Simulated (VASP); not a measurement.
TePb:

```
Te Pb
1.0
     3.23100    3.23100    0.00000
    -3.23100    3.23100    0.00000
     0.00000    3.23100    3.23100
Te Pb
1 1
Direct
  0.50000 0.50000 0.00000
  0.00000 0.00000 0.00000
```

| Quantity | Value |
| --- | --- |
| Program | VASP 6.6.1 |
| Task | relaxation of cell and atoms |
| Functional | LDA |
| Potentials or basis | VASP PAW LDA potentials, release 64 (Te, Pb_d) |
| Cutoff | 600 eV |
| k mesh | 10 × 10 × 10 |
| Occupations | fermi-dirac, width 0.1 eV |
| Spin | no spin polarisation |

At the start: pressure -1.6 GPa; volume 33.73 Å³/atom.

Task: How do energy, volume and symmetry change on relaxing?

Result: Over 3 steps the energy falls by 6.2 meV/atom and the volume is 32.54 Å³/atom (-3.5 %); space group Fm-3m (No. 225, to 0.1 Å) before and after.

The path:
```
step  energy change (eV)  largest force (eV/Å)  pressure (GPa)  volume (Å³)
   1              0.0000                0.0000           -1.63        67.46
   2             -0.0105                0.0000            0.71        64.17
   3             -0.0125                0.0000           -0.01        65.07
```

Final structure:
```
Te Pb
1.0
     3.19244    3.19244    0.00000
    -3.19244    3.19244    0.00000
     0.00000    3.19244    3.19244
Te Pb
1 1
Direct
  0.50000 0.50000 0.00000
  0.00000 0.00000 0.00000
```
